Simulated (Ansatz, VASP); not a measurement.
**Two plane-wave programs on Te**

```
CELL_PARAMETERS angstrom
4.45400 0.00000 0.00000
-2.22700 3.85728 0.00000
0.00000 0.00000 5.92400
ATOMIC_POSITIONS crystal
Te 0.73100 0.73100 0.00000
Te 0.00000 0.26900 0.66667
Te 0.26900 0.00000 0.33333
```

Alike in both runs: task single point; functional PBE-based screened hybrid; k mesh 4 × 4 × 3; occupations fermi-dirac, width 0.05 eV; no spin polarisation.

|  | VASP | Ansatz |
| --- | --- | --- |
| version | VASP 6.6.1 | Ansatz 0.2.0 |
| potentials or method | VASP PAW PBE potentials, release 64 (Te) | Ansatz PAW |
| plane-wave cutoff (eV) | 520 | 420 |
| valence electrons in the cell | 18 | 48 |

|  | VASP | Ansatz | Ansatz less VASP |
| --- | --- | --- | --- |
| gap on the k mesh at the Fermi level (eV) | 1.26 | 1.28 | +0.013 |
| least direct gap on the mesh (eV) | 1.47 | 1.49 | +0.019 |
| pressure (GPa) | -0.7 | -0.2 | +0.48 |
| traceless stress, the component that is largest in VASP (GPa) | -0.81 | -0.67 | +0.138 |
| rms of the force components (eV/Å) | 0.188 | 0.174 | -0.0133 |

VASP's potentials were made for PBE, not for PBE-based screened hybrid. Atom by atom the forces differ by 0.013 eV/Å (rms over components). The functional is the same, so the differences come from potentials, cutoffs and numerics. VASP's potentials hold 18 valence electrons a cell and Ansatz's 48, so a difference there can come from the potentials and not from the codes.

Spin-orbit coupling is off throughout. Noted on Ansatz's run: odd divisions of the mesh miss points on the zone boundary, where band edges often lie, so the gap on the mesh can be too wide.
